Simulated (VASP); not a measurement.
# AgI in VASP: notebook

Aim: see how the results for AgI move with the level of theory and the settings. Levels: PBEsol, r2SCAN. Tasks: single point.

All numbers are computed with VASP 6.6.1; they aren't measurements. Logs are shortened: lines on timing, memory, paths and dates and some standing lists are left out, and cuts for length are marked.

### Step 1. The cell of the first run

The typed cell holds 4 atoms: a = 4.560 Å, b = 4.560 Å, c = 7.454 Å, α = 90.00°, β = 90.00°, γ = 120.00°.

### Step 2. Single point, PBEsol

Contents of INCAR:

```
SYSTEM = AgI
  ALGO = Normal
  EDIFF = 1E-6
  ENCUT = 500
  GGA = PS
  GGA_COMPAT = .FALSE.
  ISIF = 2
  ISMEAR = -1
  LASPH = .TRUE.
  LCHARG = .TRUE.
  LELF = .TRUE.
  LREAL = .FALSE.
  LVHAR = .TRUE.
  LWAVE = .FALSE.
  NBANDS = 26
  NELM = 120
  PREC = Accurate
  SIGMA = 0.05
```

Contents of KPOINTS:

```
k-points
0
G
  6 6 4
  0 0 0
```

Contents of POSCAR:

```
AgI
1.0
    4.5599010000      0.0000000000      0.0000000000
   -2.2799500000      3.9489900000      0.0000000000
    0.0000000000      0.0000000000      7.4538870000
Ag I
2 2
Direct
    0.3333330000      0.6666670000      0.0000000000
    0.6666670000      0.3333330000      0.5000410000
    0.3333330000      0.6666670000      0.3749590000
    0.6666670000      0.3333330000      0.8749590000
```

Potentials or basis: VASP PAW PBE potentials, release 64 (Ag, I).

Command:

```
cat potpaw_PBE.64/Ag/POTCAR potpaw_PBE.64/I/POTCAR > POTCAR
mpirun -np 1 vasp_std > vasp.out
```

OUTCAR:

```text
SYSTEM = AgI
   EDIFF = 1E-6
   ENCUT = 500
   GGA = PS
   ISIF = 2
   ISMEAR = -1
   LASPH = .TRUE.
   LREAL = .FALSE.
   NELM = 120
   PREC = Accurate

 ion  position               nearest neighbor table
   1  0.333  0.667  0.000-   4 2.79   4 2.79   4 2.79   3 2.79
   2  0.667  0.333  0.500-   3 2.79   3 2.79   3 2.79   4 2.79
   3  0.333  0.667  0.375-   2 2.79   2 2.79   2 2.79   1 2.79
   4  0.667  0.333  0.875-   1 2.79   1 2.79   1 2.79   2 2.79

  LATTYP: Found a hexagonal cell.
 ALAT       =     4.5599010000
 C/A-ratio  =     1.6346598314

  Lattice vectors:

 A1 = (   4.5599010000,   0.0000000000,   0.0000000000)
 A2 = (  -2.2799500000,   3.9489900000,   0.0000000000)
 A3 = (   0.0000000000,   0.0000000000,   7.4538870000)

Analysis of symmetry for initial positions (statically):
=====================================================================
 Subroutine PRICEL returns:
 Original cell was already a primitive cell.

 Routine SETGRP: Setting up the symmetry group for a
 hexagonal supercell.

 Subroutine GETGRP returns: Found  6 space group operations
 (whereof  6 operations were pure point group operations)
 out of a pool of 24 trial point group operations.

The static configuration has the point symmetry C_3v.

Analysis of symmetry for dynamics (positions and initial velocities):
=====================================================================
 Subroutine PRICEL returns:
 Original cell was already a primitive cell.

 Routine SETGRP: Setting up the symmetry group for a
 hexagonal supercell.

 Subroutine GETGRP returns: Found  6 space group operations
 (whereof  6 operations were pure point group operations)
 out of a pool of 24 trial point group operations.

The dynamic configuration has the point symmetry C_3v.

 Subroutine INISYM returns: Found  6 space group operations
 (whereof  6 operations are pure point group operations),
 and found     1 'primitive' translations

----------------------------------------------------------------------------------------

                                     Primitive cell

  volume of cell :     134.2222

  direct lattice vectors                    reciprocal lattice vectors
     4.559901000  0.000000000  0.000000000     0.219303007  0.126614626  0.000000000
    -2.279950000  3.948990000  0.000000000     0.000000000  0.253229307  0.000000000
     0.000000000  0.000000000  7.453887000     0.000000000  0.000000000  0.134158192
[... 86 lines left out ...]
   NELM   =    120;   NELMIN=  2; NELMDL= -5     # of ELM steps
   EDIFF  = 0.1E-05   stopping-criterion for ELM
   LREAL  =      F    real-space projection
   EDIFFG = 0.1E-04   stopping-criterion for IOM
   NSW    =      0    number of steps for IOM
   IBRION =     -1    ionic relax: 0-MD 1-quasi-New 2-CG
   NFREE  =      0    steps in history (QN), initial steepest desc. (CG)
   ISIF   =      2    stress and relaxation
   ISYM   =      2    0-nonsym 1-usesym 2-fastsym
   POTIM  = 0.5000    time-step for ionic-motion
   TEBEG  =    0.0;   TEEND  =   0.0 temperature during run
   PSTRESS=    0.0 pullay stress
   NELECT =      36.0000    total number of electrons
   NUPDOWN=      -1.0000    fix difference up-down
   EMIN   =  10.00;   EMAX   =-10.00  energy-range for DOS
   EFERMI =   0.00;   METHOD = LEGACY
   ISMEAR =    -1;   SIGMA  =   0.05  broadening in eV -4-tet -1-fermi 0-gaus
   EFERMI_NEDOS =   21; number of points for ismear=-14 and -15
   IALGO  =     38    algorithm
   IMIX   =      4    mixing-type and parameters
     AMIX     =   0.40;   BMIX     =  1.00
     AMIX_MAG =   1.60;   BMIX_MAG =  1.00
  volume/ion in A,a.u.               =      33.56       226.44
  Fermi-wavevector in a.u.,A,eV,Ry     =   1.055766  1.995108 15.165617  1.114641
  Thomas-Fermi vector in A             =   2.190976
   LORBIT       =      0    0 simple, 1 ext, 2 COOP (PROOUT), +10 PAW based schemes
   GGA     = PS    functional components
   LHFCALC =     F    Hartree Fock is set to
   AEXX    =    0.0000 exact exchange contribution
   IVDW    =     0    specifies the selected vdW correction
   LEPSILON=     F    determine dielectric tensor
   LRPA    =     F    only Hartree local field effects (RPA)
 non-spin polarized calculation
  energy-cutoff  :      500.00
  volume of cell :      134.22
 maximum number of plane-waves:      3424
 NGX is ok and might be reduce to    36
   NGX = 17   NGY = 17   NGZ = 27

 number of electron      36.0000014 magnetization

 Free energy of the ion-electron system (eV)
  ---------------------------------------------------
  ext. energy  EPLUGINS =         0.00000000
  ---------------------------------------------------
  free energy    TOTEN  =       -10.90837289 eV

  energy without entropy =      -10.90837274  energy(sigma->0) =      -10.90837281

 E-fermi :   3.8799     XC(G=0):  -8.7249

 val. band max:        3.2376013115   @ k =   0.0000   0.0000   0.0000
 cond. band min:       4.4703408923   @ k =   0.0000   0.0000   0.0000
 fundamental gap:      1.2327395808
 Fermi energy:         3.8798845587

 k-point     1 :       0.0000    0.0000    0.0000
  band No.  band energies     occupation
      1      -9.7285      2.00000
      2      -9.4149      2.00000
      3      -1.1086      2.00000
      4      -1.1058      2.00000
      5      -1.1058      2.00000
      6      -1.0893      2.00000
[... 685 lines left out ...]
     25      11.3215      0.00000
     26      11.3216      0.00000

------------------------ aborting loop because EDIFF is reached ----------------------------------------

  FORCE on cell =-STRESS in cart. coord.  units (eV):
  Direction    XX          YY          ZZ          XY          YZ          ZX
  --------------------------------------------------------------------------------------
  -------------------------------------------------------------------------------------
  Total       -0.0342504     -0.0342504     -0.0428682     -0.0000000      0.0000000      0.0000000
  in kB       -0.4088382     -0.4088382     -0.5117075     -0.0000001      0.0000000      0.0000000
  external PRESSURE =      -0.4431280 kB  Pullay stress =       0.0000000 kB

 VOLUME and BASIS-vectors are now :
 -----------------------------------------------------------------------------
  energy-cutoff  :      500.00
  volume of cell :      134.22
      direct lattice vectors                 reciprocal lattice vectors
     4.559901000  0.000000000  0.000000000     0.219303007  0.126614626  0.000000000
    -2.279950000  3.948990000  0.000000000     0.000000000  0.253229307  0.000000000
     0.000000000  0.000000000  7.453887000     0.000000000  0.000000000  0.134158192

 POSITION                                       TOTAL-FORCE (eV/Angst)
 -----------------------------------------------------------------------------------
     -0.00000      2.63266      0.00000         0.000000      0.000000      0.000689
      2.27995      1.31633      3.72725         0.000000      0.000000     -0.000312
     -0.00000      2.63266      2.79490        -0.000000      0.000000     -0.000436
      2.27995      1.31633      6.52185        -0.000000     -0.000000      0.000059
 -----------------------------------------------------------------------------------
    total drift:                               -0.000000     -0.000000      0.000812

  FREE ENERGIE OF THE ION-ELECTRON SYSTEM (eV)
  ---------------------------------------------------
  free  energy   TOTEN  =       -10.9083728850 eV

  energy  without entropy=      -10.9083727435  energy(sigma->0) =      -10.90837281
```

stdout:

```text
POSCAR found type information on POSCAR AgI
 POSCAR found :  2 types and       4 ions
 scaLAPACK will be used
 -----------------------------------------------------------------------------
|                                                                             |
|                                                                             |
|     You enforced a specific xc type in the INCAR file but a different       |
|     I HOPE YOU KNOW WHAT YOU ARE DOING!                                     |
|                                                                             |
 -----------------------------------------------------------------------------

 LDA part: xc-table for (Slater+PW92), standard interpolation
 POSCAR, INCAR and KPOINTS ok, starting setup
 FFT: planning ... GRIDC
 FFT: planning ... GRID_SOFT
 FFT: planning ... GRID
 WAVECAR not read
 entering main loop
```

It took 50 s on 1 thread of AMD EPYC 9R45 (Zen 5), shared host; peak memory 0.25 GiB.

What came out:

```
Free energy            : -10.9084 eV
Pressure               : 0.0 GPa
Band gap on the k mesh : 1.23 eV
```

Levels at points of the mesh, in eV from the valence-band top:
| k point | band 14 | band 15 | band 16 | band 17 | band 18 | band 19 | band 20 | band 21 | band 22 | band 23 |
| --- | --- | --- | --- | --- | --- | --- | --- | --- | --- | --- |
| (0.00, 0.00, 0.00) | -0.75 | -0.75 | -0.07 | 0.00 | 0.00 | 1.23 | 2.51 | 5.63 | 5.63 | 5.79 |
| (0.50, 0.00, 0.00) | -2.73 | -2.31 | -1.88 | -1.10 | -0.76 | 3.25 | 3.46 | 4.67 | 5.83 | 6.13 |
| (0.00, 0.00, 0.50) | -1.77 | -0.39 | -0.39 | -0.39 | -0.39 | 2.56 | 2.56 | 5.52 | 5.52 | 5.94 |
| (0.50, 0.00, 0.50) | -2.92 | -1.31 | -1.31 | -1.30 | -1.30 | 3.13 | 3.13 | 4.74 | 4.74 | 7.26 |

Caveat: the PAW data sets were made with another functional, which shifts forces and pressure a little; spin-orbit coupling is left out, which moves the levels of the heavy elements.

### Step 3. Single point, r2SCAN

POSCAR is that of step 2.

Contents of INCAR.step1:

```
SYSTEM = AgI
PREC = Accurate
ENCUT = 550
ISMEAR = -1
SIGMA = 0.05
LREAL = .False.
LASPH = .True.
NELM = 120
NBANDS = 26
GGA = PE
ALGO = Normal
EDIFF = 1E-5
LWAVE = .True.
LCHARG = .False.
GGA_COMPAT = .False.
```

Contents of INCAR.step2:

```
SYSTEM = AgI
PREC = Accurate
ENCUT = 550
EDIFF = 1E-6
ISMEAR = -1
SIGMA = 0.05
LREAL = .False.
LASPH = .True.
NELM = 120
ALGO = Normal
ISIF = 2
LWAVE = .False.
LCHARG = .False.
METAGGA = R2SCAN
LMIXTAU = .True.
NBANDS = 26
ISTART = 1
GGA_COMPAT = .False.
```

Contents of KPOINTS:

```
regular mesh
0
Gamma
  6 6 4
  0 0 0
```

Potentials or basis: VASP PAW PBE potentials, release 64 (Ag, I).

Command:

```
cat potpaw_PBE.64/Ag/POTCAR potpaw_PBE.64/I/POTCAR > POTCAR
cp INCAR.step1 INCAR
mpirun -np 1 vasp_std > vasp.out
cp INCAR.step2 INCAR
mpirun -np 1 vasp_std > vasp.out
```

It took 3.8 min on 1 thread of AMD EPYC 9R45 (Zen 5), shared host; peak memory 0.3 GiB.

The run converged. Its results:

* Free energy: -93.0093 eV
* Pressure: 1.9 GPa
* Largest force: 0.006 eV/Å
* Band gap on the k mesh: 1.83 eV

Forces in eV/Å, atoms in the order of the input:
```
Ag   0.000  0.000  0.006
Ag   0.000  0.000  0.005
I    0.000  0.000 -0.006
I    0.000  0.000 -0.005
```

Levels at points of the mesh, in eV from the valence-band top:
```csv
k point,band 14,band 15,band 16,band 17,band 18,band 19,band 20,band 21,band 22,band 23
"(0.00, 0.00, 0.00)",-0.76,-0.76,-0.08,0.00,0.00,1.83,3.06,6.18,6.18,6.34
"(0.50, 0.00, 0.00)",-2.72,-2.31,-1.90,-1.10,-0.76,3.78,3.90,5.05,6.37,6.63
"(0.00, 0.00, 0.50)",-1.73,-0.39,-0.39,-0.39,-0.39,3.12,3.12,6.02,6.02,6.48
"(0.50, 0.00, 0.50)",-2.92,-1.33,-1.33,-1.31,-1.31,3.62,3.62,5.21,5.21,7.78
```

Caveat: the PAW data sets were made with another functional, which shifts forces and pressure a little; spin-orbit coupling is left out, which moves the levels of the heavy elements.
